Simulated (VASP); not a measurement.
# CaS (Fm-3m) in VASP: settings compared

Aim: see how the results for CaS move with the level of theory and the settings. Levels: HSE06, PBE0. Tasks: single point.

Everything below comes from runs of VASP 6.6.1. Logs are shortened: lines on timing, memory, paths and dates and some standing lists are left out, and cuts for length are marked.

## 1. The cell of the first run

It takes space group Fm-3m (No. 225, cubic). Conventional cell: a = 5.696 Å, b = 5.696 Å, c = 5.696 Å, α = 90.00°, β = 90.00°, γ = 90.00°. Ca (site symmetry m-3m) has 6 S at 2.85 Å within 3.8 Å. Within 3.8 Å of S (site symmetry m-3m) lie 6 Ca at 2.85 Å.

## 2. Single point, HSE06

POSCAR

```
CaS
1.0
    0.0000000000      2.8479335931      2.8479335931
    2.8479335931      0.0000000000      2.8479335931
    2.8479335931      2.8479335931      0.0000000000
Ca S
1 1
Direct
    0.0000000000      0.0000000000      0.0000000000
    0.5000000000      0.5000000000      0.5000000000
```

INCAR.step1

```
ALGO = Normal
EDIFF = 1E-5
ENCUT = 400
GGA = PE
GGA_COMPAT = False
ISIF = 2
ISMEAR = 0
LASPH = True
LCHARG = False
LREAL = False
LWAVE = True
NBANDS = 15
NELM = 120
PREC = Accurate
SIGMA = 0.01
```

INCAR.step2

```
ALGO = Normal
EDIFF = 1E-6
ENCUT = 400
GGA = PE
GGA_COMPAT = False
HFSCREEN = 0.2079
ISIF = 2
ISMEAR = 0
ISTART = 1
LASPH = True
LCHARG = False
LHFCALC = True
LREAL = False
LWAVE = False
NBANDS = 15
NELM = 120
PREC = Accurate
PRECFOCK = Normal
SIGMA = 0.01
```

KPOINTS

```
k-points
0
Gamma
  6 6 6
```

Potentials or basis: VASP PAW PBE potentials, release 64 (Ca_sv, S).

The run is started by

```
cat potpaw_PBE.64/Ca_sv/POTCAR potpaw_PBE.64/S/POTCAR > POTCAR
cp INCAR.step1 INCAR
mpirun -np 1 vasp_std > vasp.out
cp INCAR.step2 INCAR
mpirun -np 1 vasp_std > vasp.out
```

OUTCAR:

```text
EDIFF = 1E-6
   ENCUT = 400
   GGA = PE
   HFSCREEN = 0.2079
   ISIF = 2
   ISMEAR = 0
   ISTART = 1
   LASPH = True
   LHFCALC = True
   LREAL = False
   NELM = 120
   PREC = Accurate
   PRECFOCK = Normal

 ion  position               nearest neighbor table
   1  0.000  0.000  0.000-   2 2.85   2 2.85   2 2.85   2 2.85   2 2.85   2 2.85
   2  0.500  0.500  0.500-   1 2.85   1 2.85   1 2.85   1 2.85   1 2.85   1 2.85

  LATTYP: Found a face centered cubic cell.
 ALAT       =     5.6958671862

  Lattice vectors:

 A1 = (   0.0000000000,   2.8479335931,   2.8479335931)
 A2 = (   2.8479335931,   0.0000000000,   2.8479335931)
 A3 = (   2.8479335931,   2.8479335931,   0.0000000000)

Analysis of symmetry for initial positions (statically):
=====================================================================
 Subroutine PRICEL returns:
 Original cell was already a primitive cell.

 Routine SETGRP: Setting up the symmetry group for a
 face centered cubic supercell.

 Subroutine GETGRP returns: Found 48 space group operations
 (whereof 48 operations were pure point group operations)
 out of a pool of 48 trial point group operations.

The static configuration has the point symmetry O_h .

Analysis of symmetry for dynamics (positions and initial velocities):
=====================================================================
 Subroutine PRICEL returns:
 Original cell was already a primitive cell.

 Routine SETGRP: Setting up the symmetry group for a
 face centered cubic supercell.

 Subroutine GETGRP returns: Found 48 space group operations
 (whereof 48 operations were pure point group operations)
 out of a pool of 48 trial point group operations.

The dynamic configuration has the point symmetry O_h .

 Subroutine INISYM returns: Found 48 space group operations
 (whereof 48 operations are pure point group operations),
 and found     1 'primitive' translations

----------------------------------------------------------------------------------------

                                     Primitive cell

  volume of cell :      46.1976

  direct lattice vectors                    reciprocal lattice vectors
     0.000000000  2.847933593  2.847933593    -0.175565891  0.175565891  0.175565891
     2.847933593  0.000000000  2.847933593     0.175565891 -0.175565891  0.175565891
     2.847933593  2.847933593  0.000000000     0.175565891  0.175565891 -0.175565891

  length of vectors
     4.027586312  4.027586312  4.027586312     0.304089044  0.304089044  0.304089044

  position of ions in fractional coordinates (direct lattice)
     0.000000000  0.000000000  0.000000000
     0.500000000  0.500000000  0.500000000

  ion indices of the primitive-cell ions
   primitive index   ion index
                 1           1
                 2           2

----------------------------------------------------------------------------------------

 KPOINTS: k-points

Automatic generation of k-mesh.
 Grid dimensions read from file:
 generate k-points for:    6    6    6

 Generating k-lattice:

  Cartesian coordinates                     Fractional coordinates (reciprocal lattice)
    -0.029260982  0.029260982  0.029260982     0.166666667  0.000000000  0.000000000
     0.029260982 -0.029260982  0.029260982     0.000000000  0.166666667  0.000000000
     0.029260982  0.029260982 -0.029260982     0.000000000  0.000000000  0.166666667

  Length of vectors
     0.050681507  0.050681507  0.050681507

  Shift w.r.t. Gamma in fractional coordinates (k-lattice)
     0.000000000  0.000000000  0.000000000

 Subroutine IBZKPT returns following result:
 ===========================================

 Found     16 irreducible k-points:

 Following reciprocal coordinates:
            Coordinates               Weight
  0.000000  0.000000  0.000000      1.000000
  0.166667  0.000000  0.000000      8.000000
  0.333333  0.000000  0.000000      8.000000
  0.500000  0.000000  0.000000      4.000000
  0.166667  0.166667  0.000000      6.000000
  0.333333  0.166667  0.000000     24.000000
[... 8 lines left out ...]
 -0.333333  0.333333  0.166667     24.000000
 -0.333333  0.500000  0.166667     12.000000
   k-points           NKPTS =     16   k-points in BZ     NKDIM =    216   number of bands    NBANDS=     15
   number of dos      NEDOS =    301   number of ions     NIONS =      2
   total plane-waves  NPLWV =  21952
   dimension x,y,z NGX =    28 NGY =   28 NGZ =   28
   dimension x,y,z NGXF=    56 NGYF=   56 NGZF=   56
   ions per type =               1   1
   NGX,Y,Z   is equivalent  to a cutoff of  11.56, 11.56, 11.56 a.u.
   NGXF,Y,Z  is equivalent  to a cutoff of  23.12, 23.12, 23.12 a.u.
 SYSTEM =  unknown system
   PREC   = accura    normal or accurate (medium, high low for compatibility)
   ISTART =      1    job   : 0-new  1-cont  2-samecut
   ICHARG =      0    charge: 1-file 2-atom 10-const
   ISPIN  =      1    spin polarized calculation?
   LNONCOLLINEAR =      F non collinear calculations
   LSORBIT =      F    spin-orbit coupling
   LASPH  =      T    aspherical Exc in radial PAW
   ENCUT  =  400.0 eV  29.40 Ry    5.42 a.u.   6.57  6.57  6.57*2*pi/ulx,y,z
   NELM   =    120;   NELMIN=  2; NELMDL=  0     # of ELM steps
   EDIFF  = 0.1E-05   stopping-criterion for ELM
   LREAL  =      F    real-space projection
   EDIFFG = 0.1E-04   stopping-criterion for IOM
   NSW    =      0    number of steps for IOM
   IBRION =     -1    ionic relax: 0-MD 1-quasi-New 2-CG
   NFREE  =      0    steps in history (QN), initial steepest desc. (CG)
   ISIF   =      2    stress and relaxation
   ISYM   =      3    0-nonsym 1-usesym 2-fastsym
   POTIM  = 0.5000    time-step for ionic-motion
   TEBEG  =    0.0;   TEEND  =   0.0 temperature during run
   PSTRESS=    0.0 pullay stress
   NELECT =      16.0000    total number of electrons
   NUPDOWN=      -1.0000    fix difference up-down
   EMIN   =  10.00;   EMAX   =-10.00  energy-range for DOS
   EFERMI =   0.00;   METHOD = LEGACY
   ISMEAR =     0;   SIGMA  =   0.01  broadening in eV -4-tet -1-fermi 0-gaus
   EFERMI_NEDOS =   21; number of points for ismear=-14 and -15
   IALGO  =     38    algorithm
   IMIX   =      1    mixing-type and parameters
     AMIX     =   0.40;   BMIX     =  1.00
     AMIX_MAG =   1.60;   BMIX_MAG =  1.00
  volume/ion in A,a.u.               =      23.10       155.88
  Fermi-wavevector in a.u.,A,eV,Ry     =   1.149675  2.172570 17.983526  1.321752
  Thomas-Fermi vector in A             =   2.286343
   LORBIT       =      0    0 simple, 1 ext, 2 COOP (PROOUT), +10 PAW based schemes
   GGA     = PE    functional components
   LHFCALC =     T    Hartree Fock is set to
   PRECFOCK=normal    Normal, Fast or Accurate (Low or Medium for compatibility)
   ENCUT4O =  -1.0   cutoff for four orbital integrals eV
   NKREDX  =     1    reduce k-point grid by
   NKREDY  =     1    reduce k-point grid by
   NKREDZ  =     1    reduce k-point grid by
   AEXX    =    0.2500 exact exchange contribution
   HFSCREEN=    0.2079 screening length (either q_TF or 0.3 A-1)
   HFSCREENC=   0.2079 screening length for correlation (either q_TF or 0.3 A-1)
   ENCUTFOCK=  -1.0 apply spherical cutoff to Coloumb kernel
   IVDW    =     0    specifies the selected vdW correction
   LEPSILON=     F    determine dielectric tensor
   LRPA    =     F    only Hartree local field effects (RPA)
 non-spin polarized calculation
 Gauss-broadening in eV      SIGMA  =   0.01
  energy-cutoff  :      400.00
  volume of cell :       46.20
 maximum number of plane-waves:       869
 NGX is ok and might be reduce to    28
  NGX = 20; NGY = 20; NGZ = 20

 number of electron      15.9999999 magnetization

 Free energy of the ion-electron system (eV)
  ---------------------------------------------------
  ext. energy  EPLUGINS =         0.00000000
  ---------------------------------------------------
  free energy    TOTEN  =       -11.65865101 eV

  energy without entropy =      -11.65865101  energy(sigma->0) =      -11.65865101

 E-fermi :   2.1873     XC(G=0):  -7.7489

 val. band max:        2.0955989132   @ k =   0.0000   0.0000   0.0000
 cond. band min:       5.4984404468   @ k =   0.5000   0.5000   0.0000
 fundamental gap:      3.4028415336
 Fermi energy:         2.1873303995

 k-point     1 :       0.0000    0.0000    0.0000
  band No.  band energies     occupation
      1     -40.0799      2.00000
      2     -19.5867      2.00000
      3     -19.5867      2.00000
      4     -19.5867      2.00000
      5     -10.4115      2.00000
      6       2.0956      2.00000
      7       2.0956      2.00000
      8       2.0956      2.00000
      9       7.2668      0.00000
     10       7.5747      0.00000
     11       7.5747      0.00000
     12       7.5747      0.00000
     13       8.2472      0.00000
     14       8.2472      0.00000
     15      14.0320      0.00000

 k-point     2 :       0.1667    0.0000    0.0000
  band No.  band energies     occupation
      1     -40.0768      2.00000
      2     -19.6345      2.00000
      3     -19.5895      2.00000
      4     -19.5895      2.00000
      5     -10.2029      2.00000
      6       0.9904      2.00000
      7       1.7220      2.00000
      8       1.7220      2.00000
      9       7.4779      0.00000
     10       8.0129      0.00000
     11       8.0129      0.00000
     12       8.6156      0.00000
     13       8.9894      0.00000
     14       8.9894      0.00000
     15      14.4413      0.00000

 k-point     3 :       0.3333    0.0000    0.0000
  band No.  band energies     occupation
      1     -40.0707      2.00000
      2     -19.7272      2.00000
      3     -19.5951      2.00000
      4     -19.5951      2.00000
      5      -9.7496      2.00000
      6      -0.6090      2.00000
      7       1.1267      2.00000
      8       1.1267      2.00000
      9       7.7597      0.00000
     10       9.0848      0.00000
     11       9.0848      0.00000
     12      10.1382      0.00000
     13      10.6443      0.00000
     14      10.6443      0.00000
     15      13.8289      0.00000

 k-point     4 :       0.5000    0.0000    0.0000
  band No.  band energies     occupation
      1     -40.0677      2.00000
      2     -19.7722      2.00000
      3     -19.5978      2.00000
      4     -19.5978      2.00000
      5      -9.4987      2.00000
      6      -1.2876      2.00000
      7       0.8770      2.00000
      8       0.8770      2.00000
      9       8.2731      0.00000
     10       9.7565      0.00000
     11       9.9989      0.00000
     12       9.9989      0.00000
     13      12.1040      0.00000
     14      12.1040      0.00000
     15      12.1041      0.00000
[... 163 lines left out ...]
 k-point    14 :       0.5000    0.3333    0.1667
  band No.  band energies     occupation
      1     -40.0667      2.00000
      2     -19.7114      2.00000
      3     -19.6446      2.00000
      4     -19.6144      2.00000
      5      -9.6515      2.00000
      6      -0.4994      2.00000
      7       0.7548      2.00000
      8       0.9084      2.00000
      9       7.2415      0.00000
     10       9.2374      0.00000
     11       9.8272      0.00000
     12      10.1430      0.00000
     13      10.4926      0.00000
     14      11.8059      0.00000
     15      12.4603      0.00000

 k-point    15 :      -0.3333    0.3333    0.1667
  band No.  band energies     occupation
      1     -40.0647      2.00000
      2     -19.7153      2.00000
      3     -19.6597      2.00000
      4     -19.6250      2.00000
      5      -9.5544      2.00000
      6      -0.4475      2.00000
      7       0.2965      2.00000
      8       0.7557      2.00000
      9       8.2972      0.00000
     10       8.4602      0.00000
     11      10.0481      0.00000
     12      10.3616      0.00000
     13      10.5005      0.00000
     14      12.1960      0.00000
     15      13.0478      0.00000

 k-point    16 :      -0.3333    0.5000    0.1667
  band No.  band energies     occupation
      1     -40.0637      2.00000
      2     -19.7005      2.00000
      3     -19.6599      2.00000
      4     -19.6476      2.00000
      5      -9.6064      2.00000
      6      -0.1886      2.00000
      7       0.5581      2.00000
      8       0.5954      2.00000
      9       6.9282      0.00000
     10       9.3862      0.00000
     11       9.5389      0.00000
     12      10.2566      0.00000
     13      10.7076      0.00000
     14      11.3676      0.00000
     15      13.5698      0.00000

------------------------ aborting loop because EDIFF is reached ----------------------------------------

  FORCE on cell =-STRESS in cart. coord.  units (eV):
  Direction    XX          YY          ZZ          XY          YZ          ZX
  --------------------------------------------------------------------------------------
  -------------------------------------------------------------------------------------
  Total        0.0748488      0.0748488      0.0748488     -0.0000000      0.0000000      0.0000000
  in kB        2.5958287      2.5958287      2.5958287     -0.0000000      0.0000000      0.0000000
  external PRESSURE =       2.5958287 kB  Pullay stress =       0.0000000 kB

 VOLUME and BASIS-vectors are now :
 -----------------------------------------------------------------------------
  energy-cutoff  :      400.00
  volume of cell :       46.20
      direct lattice vectors                 reciprocal lattice vectors
     0.000000000  2.847933593  2.847933593    -0.175565891  0.175565891  0.175565891
     2.847933593  0.000000000  2.847933593     0.175565891 -0.175565891  0.175565891
     2.847933593  2.847933593  0.000000000     0.175565891  0.175565891 -0.175565891

 POSITION                                       TOTAL-FORCE (eV/Angst)
 -----------------------------------------------------------------------------------
      0.00000      0.00000      0.00000         0.000000     -0.000000     -0.000000
      2.84793      2.84793      2.84793         0.000000      0.000000      0.000000
 -----------------------------------------------------------------------------------
    total drift:                               -0.000000     -0.000000     -0.000000

  FREE ENERGIE OF THE ION-ELECTRON SYSTEM (eV)
  ---------------------------------------------------
  free  energy   TOTEN  =       -11.6586510114 eV

  energy  without entropy=      -11.6586510114  energy(sigma->0) =      -11.65865101
```

It took 39 min on 1 thread of Oxide Virtual Turin-like, shared host; peak memory 0.23 GiB.

What came out:

| Property | Result |
| --- | --- |
| Free energy | -11.6587 eV |
| Pressure | 0.3 GPa |
| Band gap on the k mesh | 3.40 eV (least direct gap 4.31 eV) |

Levels at points of the mesh, in eV from the valence-band top:
```csv
k point,band 4,band 5,band 6,band 7,band 8,band 9,band 10,band 11,band 12,band 13
"(0.00, 0.00, 0.00)",-21.68,-12.51,0.00,0.00,0.00,5.17,5.48,5.48,5.48,6.15
"(0.50, 0.00, 0.00)",-21.69,-11.59,-3.38,-1.22,-1.22,6.18,7.66,7.90,7.90,10.01
"(0.50, 0.50, 0.00)",-21.74,-11.80,-2.54,-0.91,-0.91,3.40,7.11,7.15,8.50,8.60
```

Caveat: the PAW data sets were made with another functional, which shifts forces and pressure a little.

## 3. Single point, PBE0

POSCAR is that of step 2.

INCAR.step1

```
PREC = Accurate
ENCUT = 400
EDIFF = 1E-5
ISMEAR = 0
SIGMA = 0.01
LREAL = False
LASPH = True
NELM = 120
ALGO = Normal
ISIF = 2
LWAVE = True
LCHARG = False
GGA = PE
NBANDS = 15
GGA_COMPAT = False
```

INCAR.step2

```
PREC = Accurate
ENCUT = 400
EDIFF = 1E-6
ISMEAR = 0
SIGMA = 0.01
LREAL = False
LASPH = True
NELM = 120
ALGO = Normal
ISIF = 2
LWAVE = False
LCHARG = False
GGA = PE
LHFCALC = True
AEXX = 0.25
PRECFOCK = Normal
ISTART = 1
NBANDS = 15
GGA_COMPAT = False
```

KPOINTS

```
regular mesh
0
Gamma
  6 6 6
```

Potentials or basis: VASP PAW PBE potentials, release 64 (Ca_sv, S).

The run is started by

```
cat potpaw_PBE.64/Ca_sv/POTCAR potpaw_PBE.64/S/POTCAR > POTCAR
cp INCAR.step1 INCAR
mpirun -np 1 vasp_std > vasp.out
cp INCAR.step2 INCAR
mpirun -np 1 vasp_std > vasp.out
```

It took 50 min on 1 thread of Oxide Virtual Turin-like, shared host; peak memory 0.14 GiB.

It converged, with:

| Item | Value |
| --- | --- |
| Free energy | -12.2214 eV |
| Pressure | 0.2 GPa |
| Band gap on the k mesh | 4.11 eV (least direct gap 5.04 eV) |

Levels at points of the mesh, in eV from the valence-band top:
```csv
k point,band 4,band 5,band 6,band 7,band 8,band 9,band 10,band 11,band 12,band 13
"(0.00, 0.00, 0.00)",-21.74,-12.57,0.00,0.00,0.00,5.87,6.22,6.22,6.22,6.89
"(0.50, 0.00, 0.00)",-21.75,-11.65,-3.44,-1.25,-1.25,6.89,8.42,8.66,8.66,10.76
"(0.50, 0.50, 0.00)",-21.79,-11.86,-2.59,-0.92,-0.92,4.11,7.84,7.90,9.26,9.36
```

Caveat: the PAW data sets were made with another functional, which shifts forces and pressure a little. A k mesh can miss the band edges.
